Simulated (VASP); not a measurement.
Sn, 2 atoms in the cell. The structure is cubic, space group Fd-3m (No. 227). Conventional cell: a = 6.423 Å, b = 6.423 Å, c = 6.423 Å, α = 90.00°, β = 90.00°, γ = 90.00°. Within 3.7 Å of Sn (site symmetry -43m) lie 4 Sn at 2.78 Å.  This cell differs from its parent crystal: volume scaled by 0.98.

```yaml
Program: VASP 6.6.1
Task: single point
Functional: PBE
Potentials_or_basis: VASP PAW PBE potentials, release 64 (Sn_d)
Cutoff: 520 eV
k_mesh: 7 × 7 × 7
Occupations: fermi-dirac, width 0.05 eV
Spin: no spin polarisation
Dipole_correction: no
Further_INCAR_settings: ALGO = Fast; EDIFF = 1e-06; NBANDS = 21
```

Potentials or basis: VASP PAW PBE potentials, release 64 (Sn_d).

Launch:

```sh
$ cat potpaw_PBE.64/Sn_d/POTCAR > POTCAR
$ mpirun -np 1 vasp_std > vasp.out
```

Hardware: 1 thread of Intel(R) Xeon(R) Platinum 8488C (Sapphire Rapids), on a shared host.

Task: How long does it take, and how much memory?

Result: It took 24 s on 1 thread of Intel(R) Xeon(R) Platinum 8488C (Sapphire Rapids) (shared host), peak memory 0.2 GiB. Counts: scf iterations 13, k points 20.
